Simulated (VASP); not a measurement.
A run of VASP 6.6.1 is set up as follows.

Contents of INCAR:

```
SYSTEM = Sc
ALGO = Normal
EDIFF = 1E-6
ENCUT = 520
GGA = PE
ISIF = 2
ISMEAR = -1
LASPH = .TRUE.
LCHARG = .FALSE.
LREAL = .FALSE.
LWAVE = .FALSE.
NBANDS = 12
NELM = 60
PREC = Accurate
SIGMA = 0.03
```

KPOINTS

```
k-points
0
G
  12 12 12
  0 0 0
```

File POSCAR:

```
Sc
1.0
    0.0000000000      2.2819383596      2.2477950000
    2.2819383596      0.0000000000      2.2477950000
    2.2819383596      2.2819383596      0.0000000000
Sc
1
Direct
    0.0000000000      0.0000000000      0.0000000000
```

Potentials or basis: VASP PAW PBE potentials, release 64 (Sc_sv).

Command:

```console
$ cat potpaw_PBE.64/Sc_sv/POTCAR > POTCAR
$ mpirun -np 1 vasp_std > vasp.out
```

**Question.** Predict the pressure.

**Answer.** 3.0 GPa.

Stress tensor (GPa, compression positive):
```
2.81 0.00 0.00
0.00 2.81 0.00
0.00 0.00 3.28
```
